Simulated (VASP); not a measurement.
# Hf (P6_3/mmc) in VASP: notebook, part 2 of 2

VASP 6.6.1. The steps go on from the part before.

## Step 4: Relaxation of cell and atoms, PBE, target pressure 140 GPa, at which the enthalpy is minimised

INCAR reads:

```
ALGO     = Normal         # electronic algorithm
EDIFF    = 1E-7           # SCF threshold, eV
EDIFFG   = -0.005         # ionic threshold
ENCUT    = 600            # plane-wave cutoff, eV
GGA      = PE             # functional
IBRION   = 2              # ionic algorithm
ISIF     = 3              # what is computed and relaxed
ISMEAR   = -1             # smearing method
LASPH    = T              # aspherical terms in the spheres
LCHARG   = F              # write CHGCAR
LREAL    = F              # projectors in reciprocal space
LWAVE    = F              # write WAVECAR
NELM     = 80             # most SCF steps
NSW      = 32             # ionic steps
PREC     = Accurate       # precision mode
PSTRESS  = 1400.0       
SIGMA    = 0.08           # smearing width, eV
```

KPOINTS reads:

```
k-points
0
Gamma
  17 17 9
```

POSCAR reads:

```
Hf
1.0
    2.6105702325      0.0000000000      0.0000000000
   -1.3052851162      2.2608201397      0.0000000000
    0.0000000000      0.0000000000      4.4557981226
Hf
2
Direct
    0.3333333333      0.6666666667      0.2500000000
    0.6666666667      0.3333333333      0.7500000000
```

Potentials or basis: VASP PAW PBE potentials, release 64 (Hf_pv).

On the command line:

```sh
$ cat potpaw_PBE.64/Hf_pv/POTCAR > POTCAR
$ mpirun -np 1 vasp_std > vasp.out
```

OUTCAR:

```text
EDIFF = 1E-7
   EDIFFG = -0.005
   ENCUT = 600
   GGA = PE
   IBRION = 2
   ISIF = 3
   ISMEAR = -1
   LASPH = T
   LREAL = F
   NELM = 80
   NSW = 32
   PREC = Accurate
   PSTRESS = 1400.0

 ion  position               nearest neighbor table
   1  0.333  0.667  0.250-   2 2.69   2 2.69   2 2.69   2 2.69   2 2.69   2 2.69   2 3.75   2 3.75
                             2 3.75   2 3.75   2 3.75   2 3.75
   2  0.667  0.333  0.750-   1 2.69   1 2.69   1 2.69   1 2.69   1 2.69   1 2.69   1 3.75   1 3.75
                             1 3.75   1 3.75   1 3.75   1 3.75

  LATTYP: Found a hexagonal cell.
 ALAT       =     2.6105702325
 C/A-ratio  =     1.7068294379

  Lattice vectors:

 A1 = (   2.6105702325,   0.0000000000,   0.0000000000)
 A2 = (  -1.3052851162,   2.2608201397,   0.0000000000)
 A3 = (   0.0000000000,   0.0000000000,   4.4557981226)

Analysis of symmetry for initial positions (statically):
=====================================================================
 Subroutine PRICEL returns:
 Original cell was already a primitive cell.

 Routine SETGRP: Setting up the symmetry group for a
 hexagonal supercell.

 Subroutine GETGRP returns: Found 24 space group operations
 (whereof 12 operations were pure point group operations)
 out of a pool of 24 trial point group operations.

[... 315 lines left out ...]
--------------------------------------- Ionic step        5  -------------------------------------------

 number of electron      20.0000000 magnetization

 Free energy of the ion-electron system (eV)
  ---------------------------------------------------
  ext. energy  EPLUGINS =         0.00000000
  ---------------------------------------------------
  free energy    TOTEN  =       -14.32426931 eV

  energy without entropy =      -14.30107617  energy(sigma->0) =      -14.31267274

 E-fermi :   9.2701     XC(G=0): -13.9894

 val. band max:        9.2542025888   @ k =   0.2941   0.1765   0.0000
 cond. band min:       9.2806900556   @ k =   0.1765   0.0588   0.2222
 fundamental gap:      0.0264874668
 Fermi energy:         9.2700795432

 k-point     1 :       0.0000    0.0000    0.0000
  band No.  band energies     occupation
      1     -22.7432      2.00000
      2     -19.1493      2.00000
      3     -19.1493      2.00000
      4     -19.0111      2.00000
      5     -18.7531      2.00000
      6     -18.7531      2.00000
      7       0.8549      2.00000
      8       3.7711      2.00000
      9       9.6085      0.02866
     10      10.5705      0.00000
     11      10.5705      0.00000
     12      11.8326      0.00000
     13      11.8326      0.00000
     14      12.9355      0.00000
[... 377 lines left out ...]
      1     -21.7524      2.00000
      2     -21.2757      2.00000
      3     -21.2233      2.00000
      4     -19.9207      2.00000
      5     -19.4862      2.00000
      6     -19.3495      2.00000
      7       5.1540      2.00000
      8       6.7693      2.00000
      9       7.0875      2.00000
     10       7.1615      2.00000
     11       9.6791      0.01196
     12      10.0846      0.00008
     13      12.4505      0.00000
     14      12.9187      0.00000

 [... further k-points ...]

------------------------ aborting loop because EDIFF is reached ----------------------------------------

  FORCE on cell =-STRESS in cart. coord.  units (eV):
  Direction    XX          YY          ZZ          XY          YZ          ZX
  --------------------------------------------------------------------------------------
  -------------------------------------------------------------------------------------
  Total       22.8941192     22.8941192     22.8913006      0.0000000     -0.0000000      0.0000000
  in kB     1400.3481188   1400.3481188   1400.1757166      0.0000001     -0.0000000      0.0000000
  external PRESSURE =       0.2906514 kB  Pullay stress =    1400.0000000 kB
[... 21 lines left out ...]
  energy  without entropy=      -14.3010761674  energy(sigma->0) =      -14.31267274

  enthalpy is  TOTEN    =         8.5641585578 eV   P V=       22.8884278632

 reached required accuracy - stopping structural energy minimisation
```

CONTCAR:

```text
Hf
   1.00000000000000
     2.6081867836380646    0.0000000000370695   -0.0000000000000000
    -1.3040933917369744    2.2587560124075656    0.0000000000000000
     0.0000000000000000   -0.0000000000000000    4.4462153998678655
  Hf
     2
Direct
     0.3333333332999970    0.6666666667000030    0.2500000000000000
     0.6666666667000030    0.3333333332999970    0.7500000000000000

  0.00000000E+00  0.00000000E+00  0.00000000E+00
  0.00000000E+00  0.00000000E+00  0.00000000E+00
```

Wall time 82 s (1 thread of Intel Xeon Platinum 8559C (Emerald Rapids), shared host); peak memory 0.21 GiB.

Results:

* Free energy: -14.3243 eV
* Relaxed volume: 13.10 Å³/atom
* Relaxed cell: a = 2.608 Å, b = 2.608 Å, c = 4.446 Å, α = 90.00°, β = 90.00°, γ = 120.00°
* Space group after relaxing (to 0.05 Å): P6_3/mmc (No. 194)
* Energy change on relaxing (the enthalpy is what falls): +45.3 meV/atom
* Ionic steps: 5
* Pressure after relaxing: 140.0 GPa
* Band gap on the k mesh: zero (band 10 reaches 10.71 eV, above the bottom of band 11 at 8.50 eV)

Step by step:
| step | energy change (eV) | largest force (eV/Å) | pressure (GPa) | volume (Å³) |
| --- | --- | --- | --- | --- |
| 1 | 0.0000 | 0.0000 | 137.97 | 26.30 |
| 2 | 0.5678 | 0.0000 | 150.75 | 25.67 |
| 3 | 0.0908 | 0.0000 | 140.00 | 26.19 |
| 4 | 0.0927 | 0.0000 | 140.03 | 26.19 |
| 5 | 0.0906 | 0.0000 | 140.03 | 26.19 |

Final structure:
```
Hf
1.0
     2.60819    0.00000    0.00000
    -1.30409    2.25876    0.00000
     0.00000    0.00000    4.44622
Hf
2
Cartesian
  0.0000 1.5058 1.1116
  1.3041 0.7529 3.3347
```

Levels at points of the mesh, in eV from the Fermi level:
```
           k point  band 8  band 9  band 10  band 11  band 12  band 13
(0.00, 0.00, 0.00)   -5.50    0.34     1.30     1.30     2.56     2.56
```

Caveat: the cell is relaxed towards a set pressure, so the enthalpy falls and the energy may rise; spin-orbit coupling is left out, which moves the levels of the heavy elements.

## Step 5: Overview

| task | cell | cutoff (eV) | gap on the mesh (eV) | pressure (GPa) |
| --- | --- | --- | --- | --- |
| single point | a = 2.611, b = 2.611, c = 4.456 Å, angles 90.0, 90.0, 120.0°, 2 atoms | 520 | none | 137.9 |
| single point | a = 2.611, b = 2.611, c = 4.457 Å, angles 90.0, 90.0, 120.0°, 2 atoms | 520 | none | 137.8 |
| relaxation of cell and atoms | relaxed to 140 GPa from a = 2.611, b = 2.611, c = 4.456 Å, angles 90.0, 90.0, 120.0°, 2 atoms | 600 | none | 140.0 |

Alike in all rows: level PBE; potentials or basis VASP PAW PBE potentials, release 64 (Hf_pv); no spin polarisation; k mesh 17 × 17 × 9; smearing fermi-dirac 0.08 eV.

Caveats: spin-orbit coupling is left out, which moves the levels of the heavy elements; the cell is relaxed towards a set pressure, so the enthalpy falls and the energy may rise (some runs).

Total energies depend on the potentials used, so only differences within one code and one set of settings carry meaning.
